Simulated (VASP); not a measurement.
A run of VASP 6.6.1 is set up as follows.

INCAR

```
SYSTEM = Hf
ALGO     = Normal         ! electronic algorithm
EDIFF    = 1E-6           ! SCF threshold, eV
ENCUT    = 500            ! plane-wave cutoff, eV
GGA      = PS             ! functional
GGA_COMPAT= .False.      
ISIF     = 2              ! what is computed and relaxed
ISMEAR   = 0              ! smearing method
LASPH    = .True.         ! aspherical terms in the spheres
LCHARG   = .False.        ! write CHGCAR
LREAL    = .False.        ! projectors in reciprocal space
LWAVE    = .False.        ! write WAVECAR
NBANDS   = 11             ! bands
NELM     = 120            ! most SCF steps
PREC     = Accurate       ! precision mode
SIGMA    = 0.15           ! smearing width, eV
```

File KPOINTS:

```
k-points
0
Gamma
  18 18 18
  0 0 0
```

POSCAR

```
Hf
1.0
    0.0000000000      2.1312000000      2.0424000000
    2.1312000000      0.0000000000      2.0424000000
    2.1312000000      2.1312000000      0.0000000000
Hf
1
Direct
    0.0000000000      0.0000000000      0.0000000000
```

Potentials or basis: VASP PAW PBE potentials, release 64 (Hf_pv).

The run is started by

```bash
$ cat potpaw_PBE.64/Hf_pv/POTCAR > POTCAR
$ mpirun -np 1 vasp_std > vasp.out
```

Problem. Predict the band gap on the k mesh.

Solution. Zero (band 5 reaches 7.32 eV, above the bottom of band 6 at 5.14 eV).

Problem. Predict the pressure.

Solution. 20.5 GPa.

Stress tensor (GPa, compression positive):
```
19.78  0.00  0.00
 0.00 19.78  0.00
 0.00  0.00 22.01
```

Caveat: the cell differs from its parent crystal (strain -0.040 along x and y, -0.080 along z); the PAW data sets were made with another functional, which shifts forces and pressure a little; spin-orbit coupling is left out, which moves the levels of the heavy elements.
